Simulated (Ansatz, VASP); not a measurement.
# Ga: VASP beside Ansatz

```
CELL_PARAMETERS angstrom
1.43040 -4.01006 0.00000
1.43040 4.01006 0.00000
0.00000 0.00000 3.12716
ATOMIC_POSITIONS crystal
Ga 0.86700 0.13300 0.25000
Ga 0.13300 0.86700 0.75000
```

Change from the starting cell: functional pbesol, volume scaled by 0.96.

Alike in both runs: task single point; functional PBEsol; k mesh 15 × 15 × 13; occupations fermi-dirac, width 0.05 eV; no spin polarisation.

|  | VASP | Ansatz |
| --- | --- | --- |
| version | VASP 6.6.1 | Ansatz 0.2.0 |
| potentials or method | VASP PAW PBE potentials, release 64 (Ga_d), cutoff 520 eV | all-electron LAPW, scalar-relativistic |

VASP gave:

```
pressure (GPa)                                                : 0.2
traceless stress, the component that is largest in VASP (GPa) : -1.67
rms of the force components (eV/Å)                            : 0.126
```

Task: Which values does Ansatz return?

Result: Pressure (GPa): 0.3; traceless stress, the component that is largest in VASP (GPa): -1.68; rms of the force components (eV/Å): 0.126.

VASP's potentials were made for PBE, not for PBEsol. Atom by atom the forces differ by 0.000 eV/Å (rms over components). Ansatz ran all-electron here, and VASP with PAW potentials.
